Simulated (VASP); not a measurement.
# C in VASP: a series of runs

The runs below take C through single point, with PBE.

Program: VASP 6.6.1. These are calculated values, not measurements. Logs are shortened: lines on timing, memory, paths and dates and some standing lists are left out, and cuts for length are marked.

### 1 The cell of the first run

It takes space group R-3m (No. 166, trigonal). The conventional cell has a = 2.467 Å, b = 2.467 Å, c = 12.643 Å, α = 90.00°, β = 90.00°, γ = 120.00°. Within 1.9 Å of C (site symmetry 3m) lie 3 C at 1.42 Å.

### 2 Single point, PBE

The input, INCAR:

```
PREC     = Accurate       # precision mode
ENCUT    = 520            # plane-wave cutoff, eV
EDIFF    = 1E-6           # SCF threshold, eV
ISMEAR   = 0              # smearing method
SIGMA    = 0.01           # smearing width, eV
LREAL    = False          # projectors in reciprocal space
LASPH    = True           # aspherical terms in the spheres
NELM     = 60             # most SCF steps
ALGO     = Normal         # electronic algorithm
ISIF     = 2              # what is computed and relaxed
LWAVE    = False          # write WAVECAR
LCHARG   = False          # write CHGCAR
GGA      = PE             # functional
NBANDS   = 11             # bands
```

The input, KPOINTS:

```
Automatic mesh
0
Gamma
  18 18 18
```

The input, POSCAR:

```
C
1.0
    1.2332668284      0.7120269354      4.2144329698
   -1.2332668284      0.7120269354      4.2144329698
    0.0000000000     -1.4240538708      4.2144329698
C
2
Direct
    0.1666600350      0.1666600350      0.1666600350
    0.8333399650      0.8333399650      0.8333399650
```

Potentials or basis: VASP PAW PBE potentials, release 64 (C).

The run is started by

```
> cat potpaw_PBE.64/C/POTCAR > POTCAR
> mpirun -np 1 vasp_std > vasp.out
```

OUTCAR:

```text
PREC = Accurate
   ENCUT = 520
   EDIFF = 1E-6
   ISMEAR = 0
   LREAL = False
   LASPH = True
   NELM = 60
   ISIF = 2
   GGA = PE

 ion  position               nearest neighbor table
   1  0.167  0.167  0.167-   2 1.42   2 1.42   2 1.42
   2  0.833  0.833  0.833-   1 1.42   1 1.42   1 1.42

  LATTYP: Found a trigonal (rhomboedric) cell.
 ALAT       =     4.4485250009
 COS(alpha) =     0.8462864952

  Lattice vectors:

 A1 = (   1.2332668284,   0.7120269354,   4.2144329698)
 A2 = (  -1.2332668284,   0.7120269354,   4.2144329698)
 A3 = (   0.0000000000,  -1.4240538708,   4.2144329698)

Analysis of symmetry for initial positions (statically):
=====================================================================
 Subroutine PRICEL returns:
 Original cell was already a primitive cell.

 Routine SETGRP: Setting up the symmetry group for a
 trigonal (rhombohedral) supercell.

 Subroutine GETGRP returns: Found 12 space group operations
 (whereof 12 operations were pure point group operations)
 out of a pool of 12 trial point group operations.

The static configuration has the point symmetry D_3d.

Analysis of symmetry for dynamics (positions and initial velocities):
=====================================================================
 Subroutine PRICEL returns:
 Original cell was already a primitive cell.

 Routine SETGRP: Setting up the symmetry group for a
 trigonal (rhombohedral) supercell.

 Subroutine GETGRP returns: Found 12 space group operations
 (whereof 12 operations were pure point group operations)
 out of a pool of 12 trial point group operations.

The dynamic configuration has the point symmetry D_3d.

 Subroutine INISYM returns: Found 12 space group operations
 (whereof 12 operations are pure point group operations),
 and found     1 'primitive' translations

----------------------------------------------------------------------------------------

                                     Primitive cell

  volume of cell :      22.2046

  direct lattice vectors                    reciprocal lattice vectors
     1.233266828  0.712026935  4.214432970     0.405427267  0.234073542  0.079093282
    -1.233266828  0.712026935  4.214432970    -0.405427267  0.234073542  0.079093282
     0.000000000 -1.424053871  4.214432970     0.000000000 -0.468147084  0.079093282

  length of vectors
     4.448525001  4.448525001  4.448525001     0.474781465  0.474781465  0.474781465

  position of ions in fractional coordinates (direct lattice)
     0.166660035  0.166660035  0.166660035
     0.833339965  0.833339965  0.833339965

  ion indices of the primitive-cell ions
   primitive index   ion index
                 1           1
                 2           2

----------------------------------------------------------------------------------------

 KPOINTS: Automatic mesh

Automatic generation of k-mesh.
 Grid dimensions read from file:
 generate k-points for:   18   18   18

 Generating k-lattice:

  Cartesian coordinates                     Fractional coordinates (reciprocal lattice)
     0.022523737  0.013004086  0.004394071     0.055555556  0.000000000  0.000000000
    -0.022523737  0.013004086  0.004394071     0.000000000  0.055555556  0.000000000
     0.000000000 -0.026008171  0.004394071     0.000000000  0.000000000  0.055555556

  Length of vectors
     0.026376748  0.026376748  0.026376748

  Shift w.r.t. Gamma in fractional coordinates (k-lattice)
     0.000000000  0.000000000  0.000000000

 Subroutine IBZKPT returns following result:
 ===========================================

 Found    580 irreducible k-points:

 Following reciprocal coordinates:
            Coordinates               Weight
  0.000000  0.000000  0.000000      1.000000
  0.055556 -0.000000 -0.000000      6.000000
  0.111111 -0.000000 -0.000000      6.000000
  0.166667 -0.000000 -0.000000      6.000000
  0.222222 -0.000000 -0.000000      6.000000
  0.277778 -0.000000 -0.000000      6.000000
[... 16 lines left out ...]
 -0.277778  0.055556  0.000000     12.000000
 -0.222222  0.055556  0.000000     12.000000
 [... further k-points ...]
   k-points           NKPTS =    580   k-points in BZ     NKDIM =    580   number of bands    NBANDS=     11
   number of dos      NEDOS =    301   number of ions     NIONS =      2
   total plane-waves  NPLWV =  46656
   dimension x,y,z NGX =    36 NGY =   36 NGZ =   36
   dimension x,y,z NGXF=    72 NGYF=   72 NGZF=   72
   ions per type =               2
   NGX,Y,Z   is equivalent  to a cutoff of  13.45, 13.45, 13.45 a.u.
   NGXF,Y,Z  is equivalent  to a cutoff of  26.91, 26.91, 26.91 a.u.
 SYSTEM =  unknown system
   PREC   = accura    normal or accurate (medium, high low for compatibility)
   ISTART =      0    job   : 0-new  1-cont  2-samecut
   ICHARG =      2    charge: 1-file 2-atom 10-const
   ISPIN  =      1    spin polarized calculation?
   LNONCOLLINEAR =      F non collinear calculations
   LSORBIT =      F    spin-orbit coupling
   LASPH  =      T    aspherical Exc in radial PAW
   ENCUT  =  520.0 eV  38.22 Ry    6.18 a.u.   8.27  8.27  8.27*2*pi/ulx,y,z
   NELM   =     60;   NELMIN=  2; NELMDL= -5     # of ELM steps
   EDIFF  = 0.1E-05   stopping-criterion for ELM
   LREAL  =      F    real-space projection
   EDIFFG = 0.1E-04   stopping-criterion for IOM
   NSW    =      0    number of steps for IOM
   IBRION =     -1    ionic relax: 0-MD 1-quasi-New 2-CG
   NFREE  =      0    steps in history (QN), initial steepest desc. (CG)
   ISIF   =      2    stress and relaxation
   ISYM   =      2    0-nonsym 1-usesym 2-fastsym
   POTIM  = 0.5000    time-step for ionic-motion
   TEBEG  =    0.0;   TEEND  =   0.0 temperature during run
   PSTRESS=    0.0 pullay stress
   NELECT =       8.0000    total number of electrons
   NUPDOWN=      -1.0000    fix difference up-down
   EMIN   =  10.00;   EMAX   =-10.00  energy-range for DOS
   EFERMI =   0.00;   METHOD = LEGACY
   ISMEAR =     0;   SIGMA  =   0.01  broadening in eV -4-tet -1-fermi 0-gaus
   EFERMI_NEDOS =   21; number of points for ismear=-14 and -15
   IALGO  =     38    algorithm
   IMIX   =      4    mixing-type and parameters
     AMIX     =   0.40;   BMIX     =  1.00
     AMIX_MAG =   1.60;   BMIX_MAG =  1.00
  volume/ion in A,a.u.               =      11.10        74.92
  Fermi-wavevector in a.u.,A,eV,Ry     =   1.164904  2.201350 18.463130  1.357002
  Thomas-Fermi vector in A             =   2.301436
   LORBIT       =      0    0 simple, 1 ext, 2 COOP (PROOUT), +10 PAW based schemes
   GGA     = PE    functional components
   LHFCALC =     F    Hartree Fock is set to
   AEXX    =    0.0000 exact exchange contribution
   IVDW    =     0    specifies the selected vdW correction
   LEPSILON=     F    determine dielectric tensor
   LRPA    =     F    only Hartree local field effects (RPA)
 non-spin polarized calculation
 Gauss-broadening in eV      SIGMA  =   0.01
  energy-cutoff  :      520.00
  volume of cell :       22.20
 maximum number of plane-waves:       613
 NGX is ok and might be reduce to    36

 number of electron       8.0000000 magnetization

 Free energy of the ion-electron system (eV)
  ---------------------------------------------------
  ext. energy  EPLUGINS =         0.00000000
  ---------------------------------------------------
  free energy    TOTEN  =       -18.45206531 eV

  energy without entropy =      -18.45206531  energy(sigma->0) =      -18.45206531

 E-fermi :   2.8904     XC(G=0):  -8.7949

 val. band max:        2.8019397637   @ k =  -0.3333   0.3333   0.0000
 cond. band min:       2.9454356756   @ k =  -0.3333   0.3333   0.0000
 fundamental gap:      0.1434959118
 Fermi energy:         2.8903778314

 k-point     1 :       0.0000    0.0000    0.0000
  band No.  band energies     occupation
      1     -16.6609      2.00000
      2      -4.4701      2.00000
      3      -0.1692      2.00000
      4      -0.1692      2.00000
      5       5.9917      0.00000
      6      11.1805      0.00000
      7      11.1805      0.00000
      8      14.2787      0.00000
      9      15.3658      0.00000
     10      20.0322      0.00000
     11      25.3979      0.00000

 k-point     2 :       0.0556   -0.0000   -0.0000
  band No.  band energies     occupation
      1     -16.5878      2.00000
      2      -4.3861      2.00000
      3      -0.4668      2.00000
      4      -0.3253      2.00000
      5       6.0943      0.00000
      6      11.2210      0.00000
      7      11.4954      0.00000
      8      14.0228      0.00000
      9      15.4976      0.00000
     10      20.0421      0.00000
     11      25.6385      0.00000

 k-point     3 :       0.1111   -0.0000   -0.0000
  band No.  band energies     occupation
      1     -16.3686      2.00000
      2      -4.1347      2.00000
      3      -1.2840      2.00000
      4      -0.7400      2.00000
      5       6.4024      0.00000
      6      11.2657      0.00000
      7      12.3828      0.00000
      8      13.2976      0.00000
      9      15.9219      0.00000
     10      20.0579      0.00000
     11      26.2533      0.00000

 k-point     4 :       0.1667   -0.0000   -0.0000
  band No.  band energies     occupation
      1     -16.0046      2.00000
      2      -3.7191      2.00000
      3      -2.4576      2.00000
      4      -1.2981      2.00000
      5       6.9150      0.00000
      6      11.2072      0.00000
      7      12.2017      0.00000
      8      13.7150      0.00000
      9      16.6429      0.00000
     10      20.0437      0.00000
     11      26.2665      0.00000
[... 239 lines left out ...]
 k-point    22 :      -0.3333    0.0556    0.0000
  band No.  band energies     occupation
      1     -13.5812      2.00000
      2      -7.4473      2.00000
      3      -3.3348      2.00000
      4      -1.0397      2.00000
      5       7.0162      0.00000
      6      10.2053      0.00000
      7      10.8737      0.00000
      8      17.7386      0.00000
      9      19.0012      0.00000
     10      20.4164      0.00000
     11      23.0353      0.00000

 k-point    23 :      -0.2778    0.0556    0.0000
  band No.  band energies     occupation
      1     -14.4253      2.00000
      2      -6.0099      2.00000
      3      -2.9206      2.00000
      4      -1.9320      2.00000
      5       8.4944      0.00000
      6       9.0571      0.00000
      7      11.0400      0.00000
      8      17.2846      0.00000
      9      19.0468      0.00000
     10      19.7575      0.00000
     11      23.2483      0.00000

 k-point    24 :      -0.2222    0.0556    0.0000
  band No.  band energies     occupation
      1     -15.1391      2.00000
      2      -4.5612      2.00000
      3      -2.7212      2.00000
      4      -2.3968      2.00000
      5       8.0499      0.00000
      6      10.0117      0.00000
      7      11.2462      0.00000
      8      15.7476      0.00000
      9      18.5192      0.00000
     10      19.7646      0.00000
     11      24.0212      0.00000

 [... further k-points ...]

------------------------ aborting loop because EDIFF is reached ----------------------------------------

  FORCE on cell =-STRESS in cart. coord.  units (eV):
  Direction    XX          YY          ZZ          XY          YZ          ZX
  --------------------------------------------------------------------------------------
  -------------------------------------------------------------------------------------
  Total        0.0772246      0.0772246     -0.0028270      0.0000000     -0.0000000      0.0000000
  in kB        5.5721459      5.5721459     -0.2039820      0.0000000     -0.0000000      0.0000000
  external PRESSURE =       3.6467699 kB  Pullay stress =       0.0000000 kB

 VOLUME and BASIS-vectors are now :
 -----------------------------------------------------------------------------
  energy-cutoff  :      520.00
  volume of cell :       22.20
      direct lattice vectors                 reciprocal lattice vectors
     1.233266828  0.712026935  4.214432970     0.405427267  0.234073542  0.079093282
    -1.233266828  0.712026935  4.214432970    -0.405427267  0.234073542  0.079093282
     0.000000000 -1.424053871  4.214432970     0.000000000 -0.468147084  0.079093282

 POSITION                                       TOTAL-FORCE (eV/Angst)
 -----------------------------------------------------------------------------------
      0.00000      0.00000      2.10713         0.000000      0.000000      0.000175
      0.00000      0.00000     10.53617         0.000000     -0.000000     -0.000175
 -----------------------------------------------------------------------------------
    total drift:                               -0.000000      0.000000     -0.000000

  FREE ENERGIE OF THE ION-ELECTRON SYSTEM (eV)
  ---------------------------------------------------
  free  energy   TOTEN  =       -18.4520653105 eV

  energy  without entropy=      -18.4520653105  energy(sigma->0) =      -18.45206531
```

Run time: 2.1 min. Hardware: 1 thread of Intel Xeon 6975P-C (Granite Rapids), shared host; peak memory 0.27 GiB.

Results:

* Free energy: -18.4521 eV
* Pressure: 0.4 GPa

Caveat: this functional lacks dispersion, which binds the layers, so the pressure and a relaxed spacing across them are unreliable.

### 3 Single point, PBE

This run uses another cell than the first one: it holds 6 atoms, not 2.

The input, INCAR:

```
ALGO = Normal
EDIFF = 1E-6
ENCUT = 520
GGA = PE
ISIF = 2
ISMEAR = 0
LASPH = T
LCHARG = F
LREAL = F
LWAVE = F
NBANDS = 21
NELM = 80
PREC = Accurate
SIGMA = 0.1
```

The input, KPOINTS:

```
k-points
0
Gamma
  10 6 6
```

The input, POSCAR:

```
C
1.0
   -0.0002827554     -0.0089420439      2.5679647368
    6.2402957734      0.0099107594     -0.0004968935
   -3.1114099837      5.4333813134     -0.0187398375
C
6
Direct
    0.5058620151      0.9990047575     -0.0036799476
    0.0058839970     -0.0009558199     -0.0036383550
    0.1718378131      0.3297065606      0.6650508757
    0.6717787088      0.3297291002      0.6650504098
    0.3223193149      0.6712665485      0.3386050887
    0.8223181512      0.6712488531      0.3386119284
```

Potentials or basis: VASP PAW PBE potentials, release 64 (C).

The run is started by

```
> cat potpaw_PBE.64/C/POTCAR > POTCAR
> mpirun -np 1 vasp_std > vasp.out
```

OUTCAR:

```text
EDIFF = 1E-6
   ENCUT = 520
   GGA = PE
   ISIF = 2
   ISMEAR = 0
   LASPH = T
   LREAL = F
   NELM = 80
   PREC = Accurate

 ion  position               nearest neighbor table
   1  0.506  0.999  0.996-   2 1.28   2 1.28
   2  0.006  0.999  0.996-   1 1.28   1 1.28
   3  0.172  0.330  0.665-   4 1.28   4 1.28
   4  0.672  0.330  0.665-   3 1.28   3 1.28
   5  0.322  0.671  0.339-   6 1.28   6 1.28
   6  0.822  0.671  0.339-   5 1.28   5 1.28

  LATTYP: Found a triclinic cell.
 ALAT       =     6.7532007728
 B/A-ratio  =     0.9240512570
 C/A-ratio  =     0.3802612135
 COS(alpha) =     0.0001952642
 COS(beta)  =     0.3747354074
 COS(gamma) =     0.4595268051

  Lattice vectors:

 A1 = (  -3.1116927391,   5.4244392695,   2.5492248993)
 A2 = (  -6.2402957734,  -0.0099107594,   0.0004968935)
 A3 = (  -0.0002827554,  -0.0089420439,   2.5679647368)

Analysis of symmetry for initial positions (statically):
=====================================================================
[... 181 lines left out ...]

 val. band max:        0.3065459413   @ k =   0.5000  -0.1667   0.1667
 cond. band min:       0.4394427885   @ k =   0.5000  -0.1667   0.3333
 fundamental gap:      0.1328968472
 Fermi energy:         0.4174726106

 k-point     1 :       0.0000    0.0000    0.0000
  band No.  band energies     occupation
      1     -16.1571      2.00000
      2     -15.8049      2.00000
      3     -15.8044      2.00000
      4      -8.7072      2.00000
      5      -8.7051      2.00000
      6      -8.6904      2.00000
[... 565 lines left out ...]
     20       9.6807      0.00000
     21       9.9335      0.00000

 [... further k-points ...]

------------------------ aborting loop because EDIFF is reached ----------------------------------------

  FORCE on cell =-STRESS in cart. coord.  units (eV):
  Direction    XX          YY          ZZ          XY          YZ          ZX
  --------------------------------------------------------------------------------------
  -------------------------------------------------------------------------------------
  Total       -0.0358308     -0.0506985     -0.2351689     -0.0038436      0.0046872      0.0000378
  in kB       -0.6587385     -0.9320762     -4.3235106     -0.0706635      0.0861722      0.0006956
  external PRESSURE =      -1.9714418 kB  Pullay stress =       0.0000000 kB

 VOLUME and BASIS-vectors are now :
 -----------------------------------------------------------------------------
  energy-cutoff  :      520.00
  volume of cell :       87.15
      direct lattice vectors                 reciprocal lattice vectors
    -0.000282755 -0.008942044  2.567964737     0.000028849  0.001359631  0.389418185
     6.240295773  0.009910759 -0.000496894     0.160103230  0.091683810  0.000336886
    -3.111409984  5.433381313 -0.018739837    -0.000291989  0.183882456  0.000640275

 POSITION                                       TOTAL-FORCE (eV/Angst)
 -----------------------------------------------------------------------------------
      3.13398      5.41876      1.27987         0.000409      0.001354      0.002491
      3.13424      5.42346     -0.00406        -0.000642     -0.000701     -0.001959
     -0.01183      3.61521      0.42865         0.001006      0.000370     -0.004736
     -0.01183      3.61073      1.71248        -0.000249      0.000429      0.004451
      3.13527      1.84354      0.82103        -0.000830     -0.000488     -0.000861
      3.13500      1.83911      2.10500         0.000306     -0.000963      0.000614
 -----------------------------------------------------------------------------------
    total drift:                                0.000110      0.000183     -0.000340

  FREE ENERGIE OF THE ION-ELECTRON SYSTEM (eV)
  ---------------------------------------------------
  free  energy   TOTEN  =       -49.3834052441 eV

  energy  without entropy=      -49.3772243078  energy(sigma->0) =      -49.38031478
```

OSZICAR:

```text
N       E                     dE             d eps       ncg     rms          rms(c)
DAV:   1     0.824905656655E+02    0.82491E+02   -0.11426E+04  7728   0.999E+02
DAV:   2    -0.460231285395E+02   -0.12851E+03   -0.12365E+03  9872   0.209E+02
DAV:   3    -0.539462093226E+02   -0.79231E+01   -0.78377E+01  9359   0.502E+01
DAV:   4    -0.540630163452E+02   -0.11681E+00   -0.11664E+00 10779   0.727E+00
DAV:   5    -0.540650087823E+02   -0.19924E-02   -0.19918E-02 10369   0.870E-01    0.120E+01
DAV:   6    -0.502939873479E+02    0.37710E+01   -0.43034E+00  8793   0.103E+01    0.675E+00
DAV:   7    -0.493727862661E+02    0.92120E+00   -0.35391E+00  8923   0.936E+00    0.216E+00
DAV:   8    -0.493854594190E+02   -0.12673E-01   -0.16169E-01  9705   0.191E+00    0.287E-01
DAV:   9    -0.493831962366E+02    0.22632E-02   -0.56530E-03 10267   0.404E-01    0.168E-01
DAV:  10    -0.493833217491E+02   -0.12551E-03   -0.11346E-03 10205   0.181E-01    0.556E-02
DAV:  11    -0.493833966157E+02   -0.74867E-04   -0.27908E-04  9053   0.885E-02    0.565E-02
DAV:  12    -0.493834047831E+02   -0.81674E-05   -0.39986E-05  9894   0.370E-02    0.218E-02
DAV:  13    -0.493834052441E+02   -0.46108E-06   -0.11361E-06  8502   0.642E-03
   1 F= -.49383405E+02 E0= -.49380315E+02  d E =-.618094E-02
```

stdout:

```text
POSCAR found type information on POSCAR C
 POSCAR found :  1 types and       6 ions
 scaLAPACK will be used
 LDA part: xc-table for (Slater+PW92), standard interpolation
 POSCAR, INCAR and KPOINTS ok, starting setup
 FFT: planning ... GRIDC
 FFT: planning ... GRID_SOFT
 FFT: planning ... GRID
 WAVECAR not read
 entering main loop
```

Run time: 4.1 min. Hardware: 1 thread of Intel Xeon Platinum 8375C at 2.90GHz (Ice Lake), shared host; peak memory 0.35 GiB.

Results:

* Free energy: -49.3834 eV
* Pressure: -0.2 GPa
* Largest force: 0.005 eV/Å
* Band gap on the k mesh: zero (bands 12 and 13 overlap by 0.43 eV)

Forces in eV/Å, atoms in the order of the input:
```
C    0.000  0.001  0.002
C   -0.001 -0.001 -0.002
C    0.001  0.000 -0.005
C    0.000  0.000  0.004
C   -0.001  0.000 -0.001
C    0.000 -0.001  0.001
```
